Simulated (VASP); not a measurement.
# LiAlO (P4/nmm) in VASP: notebook

Runs on LiAlO. Level: PBE. Tasks: relaxation of cell and atoms, single point.

All numbers are computed with VASP 6.6.1; they aren't measurements. Logs are shortened: lines on timing, memory, paths and dates and some standing lists are left out, and cuts for length are marked.

## (1) The cell of the first run

The structure is tetragonal, space group P4/nmm (No. 129). The conventional cell has a = 3.293 Å, b = 3.293 Å, c = 5.553 Å, α = 90.00°, β = 90.00°, γ = 90.00°. Within 2.6 Å of Li (site symmetry 4mm) lie 4 O at 1.99 Å and 5 Al at 2.45 to 2.48 Å. Within 3.2 Å of Al (site symmetry 4mm) lie 6 Li at 2.45 to 3.10 Å and 4 O at 2.58 Å and 4 Al at 2.82 Å. Within 2.6 Å of O (site symmetry -4m2) lie 4 Li at 1.99 Å and 4 O at 2.33 Å and 4 Al at 2.58 Å.

## (2) Relaxation of cell and atoms, PBE

INCAR

```
SYSTEM = LiAlO
  ALGO = Normal
  EDIFF = 1E-7
  EDIFFG = -0.04
  ENCUT = 600
  GGA = PE
  IBRION = 2
  ISIF = 3
  ISMEAR = 0
  LASPH = .True.
  LCHARG = .False.
  LREAL = .False.
  LWAVE = .False.
  NELM = 80
  NSW = 90
  PREC = Accurate
  SIGMA = 0.1
```

KPOINTS

```
k-points
0
Gamma
  6 6 4
  0 0 0
```

POSCAR

```
LiAlO
1.0
    3.2928032800      0.0000000000      0.0000000000
    0.0000000000      3.2928032800      0.0000000000
    0.0000000000      0.0000000000      5.5529696000
Li Al O
2 2 2
Direct
    0.5000000000      0.0000000000      0.2015000000
    0.0000000000      0.5000000000      0.7985000000
    0.5000000000      0.0000000000      0.6428999900
    0.0000000000      0.5000000000      0.3571000100
    0.0000000000      0.0000000000      0.0000000000
    0.5000000000      0.5000000000      0.0000000000
```

Potentials or basis: VASP PAW PBE potentials, release 64 (Li_sv, Al, O).

On the command line:

```sh
$ cat potpaw_PBE.64/Li_sv/POTCAR potpaw_PBE.64/Al/POTCAR potpaw_PBE.64/O/POTCAR > POTCAR
$ mpirun -np 1 vasp_std > vasp.out
```

OUTCAR:

```text
SYSTEM = LiAlO
   EDIFF = 1E-7
   EDIFFG = -0.04
   ENCUT = 600
   GGA = PE
   IBRION = 2
   ISIF = 3
   ISMEAR = 0
   LASPH = .True.
   LREAL = .False.
   NELM = 80
   NSW = 90
   PREC = Accurate

 ion  position               nearest neighbor table
   1  0.500  0.000  0.202-   5 1.99   6 1.99   6 1.99   5 1.99   3 2.45   4 2.48   4 2.48   4 2.48
                             4 2.48
   2  0.000  0.500  0.798-   5 1.99   6 1.99   5 1.99   6 1.99   4 2.45   3 2.48   3 2.48   3 2.48
                             3 2.48
   3  0.500  0.000  0.643-   1 2.45   2 2.48   2 2.48   2 2.48   2 2.48   6 2.58   6 2.58   5 2.58
                             5 2.58   4 2.82   4 2.82   4 2.82   4 2.82
   4  0.000  0.500  0.357-   2 2.45   1 2.48   1 2.48   1 2.48   1 2.48   5 2.58   6 2.58   6 2.58
                             5 2.58   3 2.82   3 2.82   3 2.82   3 2.82
   5  0.000  0.000  0.000-   1 1.99   2 1.99   2 1.99   1 1.99   3 2.58   4 2.58   4 2.58   3 2.58

   6  0.500  0.500  0.000-   1 1.99   2 1.99   1 1.99   2 1.99   3 2.58   3 2.58   4 2.58   4 2.58

  LATTYP: Found a simple tetragonal cell.
 ALAT       =     3.2928032800
 C/A-ratio  =     1.6863957934

  Lattice vectors:

 A1 = (   3.2928032800,   0.0000000000,   0.0000000000)
 A2 = (   0.0000000000,   3.2928032800,   0.0000000000)
 A3 = (   0.0000000000,   0.0000000000,   5.5529696000)

Analysis of symmetry for initial positions (statically):
=====================================================================
 Subroutine PRICEL returns:
 Original cell was already a primitive cell.

 Routine SETGRP: Setting up the symmetry group for a
 simple tetragonal supercell.

 Subroutine GETGRP returns: Found 16 space group operations
 (whereof  8 operations were pure point group operations)
 out of a pool of 16 trial point group operations.

The static configuration has the point symmetry D_2d.
 The point group associated with its full space group is D_4h.

Analysis of symmetry for dynamics (positions and initial velocities):
=====================================================================
 Subroutine PRICEL returns:
 Original cell was already a primitive cell.

 Routine SETGRP: Setting up the symmetry group for a
 simple tetragonal supercell.

 Subroutine GETGRP returns: Found 16 space group operations
 (whereof  8 operations were pure point group operations)
 out of a pool of 16 trial point group operations.

The dynamic configuration has the point symmetry D_2d.
 The point group associated with its full space group is D_4h.

 Subroutine INISYM returns: Found 16 space group operations
 (whereof  8 operations are pure point group operations),
 and found     1 'primitive' translations

----------------------------------------------------------------------------------------

                                     Primitive cell

  volume of cell :      60.2084

  direct lattice vectors                    reciprocal lattice vectors
     3.292803280  0.000000000  0.000000000     0.303692603  0.000000000  0.000000000
     0.000000000  3.292803280  0.000000000     0.000000000  0.303692603  0.000000000
     0.000000000  0.000000000  5.552969600     0.000000000  0.000000000  0.180083824

  length of vectors
     3.292803280  3.292803280  5.552969600     0.303692603  0.303692603  0.180083824

  position of ions in fractional coordinates (direct lattice)
     0.500000000  0.000000000  0.201500000
     0.000000000  0.500000000  0.798500000
     0.500000000  0.000000000  0.642899990
     0.000000000  0.500000000  0.357100010
     0.000000000  0.000000000  0.000000000
     0.500000000  0.500000000  0.000000000

  ion indices of the primitive-cell ions
   primitive index   ion index
                 1           1
                 2           2
                 3           3
                 4           4
                 5           5
                 6           6

----------------------------------------------------------------------------------------

 KPOINTS: k-points

Automatic generation of k-mesh.
 Grid dimensions read from file:
 generate k-points for:    6    6    4

 Generating k-lattice:

  Cartesian coordinates                     Fractional coordinates (reciprocal lattice)
     0.050615434  0.000000000  0.000000000     0.166666667  0.000000000  0.000000000
     0.000000000  0.050615434  0.000000000     0.000000000  0.166666667  0.000000000
     0.000000000  0.000000000  0.045020956     0.000000000  0.000000000  0.250000000

  Length of vectors
     0.050615434  0.050615434  0.045020956

  Shift w.r.t. Gamma in fractional coordinates (k-lattice)
     0.000000000  0.000000000  0.000000000

 Subroutine IBZKPT returns following result:
 ===========================================

 Found     30 irreducible k-points:

 Following reciprocal coordinates:
            Coordinates               Weight
  0.000000  0.000000  0.000000      1.000000
  0.166667  0.000000  0.000000      4.000000
  0.333333  0.000000  0.000000      4.000000
  0.500000  0.000000  0.000000      2.000000
  0.166667  0.166667  0.000000      4.000000
  0.333333  0.166667  0.000000      8.000000
[... 16 lines left out ...]
  0.333333  0.000000  0.500000      4.000000
  0.500000  0.000000  0.500000      2.000000
 [... further k-points ...]
   k-points           NKPTS =     30   k-points in BZ     NKDIM =     30   number of bands    NBANDS=     16
   number of dos      NEDOS =    301   number of ions     NIONS =      6
   total plane-waves  NPLWV =  37632
   dimension x,y,z NGX =    28 NGY =   28 NGZ =   48
   dimension x,y,z NGXF=    56 NGYF=   56 NGZF=   96
   ions per type =               2   2   2
   NGX,Y,Z   is equivalent  to a cutoff of  14.14, 14.14, 14.37 a.u.
   NGXF,Y,Z  is equivalent  to a cutoff of  28.27, 28.27, 28.74 a.u.
 SYSTEM =  LiAlO
   PREC   = accura    normal or accurate (medium, high low for compatibility)
   ISTART =      0    job   : 0-new  1-cont  2-samecut
   ICHARG =      2    charge: 1-file 2-atom 10-const
   ISPIN  =      1    spin polarized calculation?
   LNONCOLLINEAR =      F non collinear calculations
   LSORBIT =      F    spin-orbit coupling
   LASPH  =      T    aspherical Exc in radial PAW
   ENCUT  =  600.0 eV  44.10 Ry    6.64 a.u.   6.58  6.58 11.09*2*pi/ulx,y,z
   NELM   =     80;   NELMIN=  2; NELMDL= -5     # of ELM steps
   EDIFF  = 0.1E-06   stopping-criterion for ELM
   LREAL  =      F    real-space projection
   EDIFFG = -.4E-01   stopping-criterion for IOM
   NSW    =     90    number of steps for IOM
   IBRION =      2    ionic relax: 0-MD 1-quasi-New 2-CG
   NFREE  =      1    steps in history (QN), initial steepest desc. (CG)
   ISIF   =      3    stress and relaxation
   ISYM   =      2    0-nonsym 1-usesym 2-fastsym
   POTIM  = 0.5000    time-step for ionic-motion
   TEBEG  =    0.0;   TEEND  =   0.0 temperature during run
   PSTRESS=    0.0 pullay stress
   NELECT =      24.0000    total number of electrons
   NUPDOWN=      -1.0000    fix difference up-down
   EMIN   =  10.00;   EMAX   =-10.00  energy-range for DOS
   EFERMI =   0.00;   METHOD = LEGACY
   ISMEAR =     0;   SIGMA  =   0.10  broadening in eV -4-tet -1-fermi 0-gaus
   EFERMI_NEDOS =   21; number of points for ismear=-14 and -15
   IALGO  =     38    algorithm
   IMIX   =      4    mixing-type and parameters
     AMIX     =   0.40;   BMIX     =  1.00
     AMIX_MAG =   1.60;   BMIX_MAG =  1.00
  volume/ion in A,a.u.               =      10.03        67.72
  Fermi-wavevector in a.u.,A,eV,Ry     =   1.204831  2.276801 19.750473  1.451619
  Thomas-Fermi vector in A             =   2.340545
   LORBIT       =      0    0 simple, 1 ext, 2 COOP (PROOUT), +10 PAW based schemes
   GGA     = PE    functional components
   LHFCALC =     F    Hartree Fock is set to
   AEXX    =    0.0000 exact exchange contribution
   IVDW    =     0    specifies the selected vdW correction
   LEPSILON=     F    determine dielectric tensor
   LRPA    =     F    only Hartree local field effects (RPA)
 conjugate gradient relaxation of ions
 non-spin polarized calculation
 Gauss-broadening in eV      SIGMA  =   0.10
  energy-cutoff  :      600.00
  volume of cell :       60.21
 maximum number of plane-waves:      2055
 NGX is ok and might be reduce to    28
   NGX = 13   NGY = 13   NGZ = 23

--------------------------------------- Ionic step        1  -------------------------------------------

 number of electron      24.0000008 magnetization

 Free energy of the ion-electron system (eV)
  ---------------------------------------------------
  ext. energy  EPLUGINS =         0.00000000
  ---------------------------------------------------
  free energy    TOTEN  =       -23.26819191 eV

  energy without entropy =      -23.25316137  energy(sigma->0) =      -23.26067664

------------------------ aborting loop because EDIFF is reached ----------------------------------------

  FORCE on cell =-STRESS in cart. coord.  units (eV):
  Direction    XX          YY          ZZ          XY          YZ          ZX
  --------------------------------------------------------------------------------------
  -------------------------------------------------------------------------------------
  Total        9.0483242      9.0483242     -6.7693518      0.0000000     -0.0000000      0.0000000
  in kB      240.7808094    240.7808094   -180.1361195      0.0000000     -0.0000000      0.0000000
  external PRESSURE =     100.4751664 kB  Pullay stress =       0.0000000 kB
[... 101 lines left out ...]
  FREE ENERGIE OF THE ION-ELECTRON SYSTEM (eV)
  ---------------------------------------------------
  free  energy   TOTEN  =       -26.0221444904 eV

  energy  without entropy=      -26.0191842898  energy(sigma->0) =      -26.02066439

 E-fermi :   7.0041     XC(G=0): -10.1408

 val. band max:        6.9041334993   @ k =   0.3333   0.3333   0.0000
 cond. band min:       7.5212894216   @ k =   0.3333   0.3333   0.2500
 fundamental gap:      0.6171559223
 Fermi energy:         7.0040564899

 k-point     1 :       0.0000    0.0000    0.0000
  band No.  band energies     occupation
      1     -40.2053      2.00000
      2     -40.1980      2.00000
      3     -14.9282      2.00000
      4     -12.7981      2.00000
      5      -1.4929      2.00000
      6      -1.4929      2.00000
[... 435 lines left out ...]
      5      -0.9217      2.00000
      6      -0.9217      2.00000
[... 8 lines left out ...]
     15      11.3769      0.00000
     16      11.3769      0.00000

 [... further k-points ...]

[... ionic steps 4 to 37 ...]

--------------------------------------- Ionic step       38  -------------------------------------------

 number of electron      24.0000010 magnetization

------------------------ aborting loop because EDIFF is reached ----------------------------------------
[... 75 lines left out ...]
--------------------------------------- Ionic step       40  -------------------------------------------

 number of electron      23.9999998 magnetization

 Free energy of the ion-electron system (eV)
  ---------------------------------------------------
  ext. energy  EPLUGINS =         0.00000000
  ---------------------------------------------------
  free energy    TOTEN  =       -29.95719088 eV

  energy without entropy =      -29.95565804  energy(sigma->0) =      -29.95642446

 E-fermi :   4.9086     XC(G=0):  -9.1657

 val. band max:        4.7937770911   @ k =   0.5000   0.5000   0.0000
 cond. band min:       4.9621481618   @ k =   0.5000   0.5000   0.0000
 fundamental gap:      0.1683710707
 Fermi energy:         4.9086461601

 k-point     1 :       0.0000    0.0000    0.0000
  band No.  band energies     occupation
      1     -41.7249      2.00000
      2     -41.6870      2.00000
      3     -16.9318      2.00000
      4     -14.1988      2.00000
      5      -3.3409      2.00000
      6      -3.1605      2.00000
[... 480 lines left out ...]
  FREE ENERGIE OF THE ION-ELECTRON SYSTEM (eV)
  ---------------------------------------------------
  free  energy   TOTEN  =       -29.9571908815 eV

  energy  without entropy=      -29.9556580440  energy(sigma->0) =      -29.95642446

 reached required accuracy - stopping structural energy minimisation
```

It took 9 min on 1 thread of Intel Xeon 6975P-C (Granite Rapids), shared host; peak memory 0.21 GiB.

Results:

```
Free energy                            : -29.9572 eV
Relaxed volume                         : 13.45 Å³/atom
Relaxed cell                           : a = 3.511 Å, b = 3.511 Å, c = 6.547 Å, α = 90.00°, β = 90.00°, γ = 90.00°
Space group after relaxing (to 0.05 Å) : P4/nmm (No. 129)
Energy gained by relaxing              : 1114.8 meV/atom
Ionic steps                            : 40
Pressure after relaxing                : 0.0 GPa
Largest force after relaxing           : 0.038 eV/Å
Band gap on the k mesh                 : 0.17 eV, direct
```

Forces in eV/Å, atoms in the order of the input:
```
Li   0.000  0.000  0.038
Li   0.000  0.000 -0.038
Al   0.000  0.000 -0.011
Al   0.000  0.000  0.011
O    0.000  0.000  0.000
O    0.000  0.000  0.000
```

The path:
```tsv
step	energy change (eV)	largest force (eV/Å)	pressure (GPa)	volume (Å³)
1	0.0000	2.8300	10.05	60.21
2	-2.6153	2.8695	-1.76	65.52
3	-2.7540	2.4806	-6.36	74.17
4	-3.7538	1.8513	-6.84	69.73
5	-3.7887	1.4887	-7.07	70.40
6	-3.9406	1.4801	-0.21	65.48
7	-3.9827	0.9255	-2.73	66.96
8	-4.1331	0.7014	0.52	63.99
9	-4.1399	0.6439	1.60	63.24
10	-4.2146	0.4343	0.91	63.47
11	-4.3489	0.8400	-0.44	64.13
12	-4.2924	2.2230	-0.30	65.44
13	-4.3772	1.2512	-0.77	64.58
14	-4.4211	1.0939	-0.26	64.59
15	-4.5274	0.6105	1.55	64.62
16	-4.6020	0.6834	5.55	64.68
17	-4.6062	0.5308	4.64	64.67
18	-4.6454	0.6044	4.79	64.95
19	-4.7601	0.8062	5.37	65.81
20	-4.9366	1.4443	6.64	67.53
21	-4.6124	3.2888	10.40	70.99
22	-4.9483	1.9097	7.56	68.25
23	-5.0704	1.9464	6.98	69.26
24	-5.3191	2.2308	5.86	72.28
25	-5.1200	3.1121	5.42	78.34
26	-5.3302	2.6357	5.67	74.64
27	-5.5830	2.2791	4.06	75.65
28	-6.1474	1.0493	-0.39	78.66
29	-6.2604	1.8832	-7.72	84.55
30	-6.3866	0.6289	-4.91	82.03
31	-6.5240	0.6768	-3.20	80.55
32	-6.6257	0.7509	0.01	78.19
33	-6.6279	0.7611	0.69	77.74
34	-6.6556	0.4070	1.19	77.97
35	-6.6703	0.0897	1.91	78.28
36	-6.6831	0.0775	0.51	79.72
37	-6.6853	0.0690	-0.35	80.65
38	-6.6876	0.0593	-0.24	80.71
39	-6.6887	0.0448	-0.09	80.79
40	-6.6890	0.0383	0.01	80.70
```

Final structure:
```cif
data_structure
_symmetry_space_group_name_H-M 'P 1'
_symmetry_Int_Tables_number 1
_cell_length_a 3.5108
_cell_length_b 3.5108
_cell_length_c 6.5474
_cell_angle_alpha 90.000
_cell_angle_beta 90.000
_cell_angle_gamma 90.000
_cell_volume 80.70
loop_
_atom_site_label
_atom_site_type_symbol
_atom_site_fract_x
_atom_site_fract_y
_atom_site_fract_z
_atom_site_occupancy
Li1 Li 0.50000 0.00000 0.41036 1
Li2 Li 0.00000 0.50000 0.58964 1
Al1 Al 0.50000 0.00000 0.86980 1
Al2 Al 0.00000 0.50000 0.13020 1
O1 O 0.00000 0.00000 0.00000 1
O2 O 0.50000 0.50000 0.00000 1
```

Levels at points of the mesh, in eV from the valence-band top:
| k point | band 8 | band 9 | band 10 | band 11 | band 12 | band 13 | band 14 | band 15 | band 16 |
| --- | --- | --- | --- | --- | --- | --- | --- | --- | --- |
| (0.00, 0.00, 0.00) | -4.60 | -4.19 | -3.82 | -3.82 | -0.47 | 2.05 | 3.52 | 5.04 | 5.04 |
| (0.50, 0.00, 0.00) | -6.31 | -6.22 | -6.22 | -1.75 | -1.75 | 1.74 | 1.74 | 4.98 | 4.98 |
| (0.50, 0.50, 0.00) | -5.88 | -3.21 | -3.21 | 0.00 | 0.00 | 0.17 | 0.17 | 3.84 | 3.84 |
| (0.00, 0.00, 0.50) | -4.61 | -3.82 | -3.82 | -3.01 | -2.55 | 3.49 | 4.34 | 4.34 | 4.51 |
| (0.50, 0.00, 0.50) | -6.35 | -6.22 | -6.22 | -1.38 | -1.38 | 1.14 | 1.14 | 5.29 | 5.29 |
| (0.50, 0.50, 0.50) | -5.92 | -3.21 | -3.21 | -0.01 | -0.01 | 0.89 | 0.89 | 2.77 | 2.77 |

Caveat: the cutoff is under 1.25 times the usual one of these potentials, so pressure, stress and relaxed cells hold a basis-set (Pulay) error; the volume moved by over 15 % at a fixed basis, so the end points are rough. A k mesh can miss the band edges.

(Continued in part 2 of 2.)
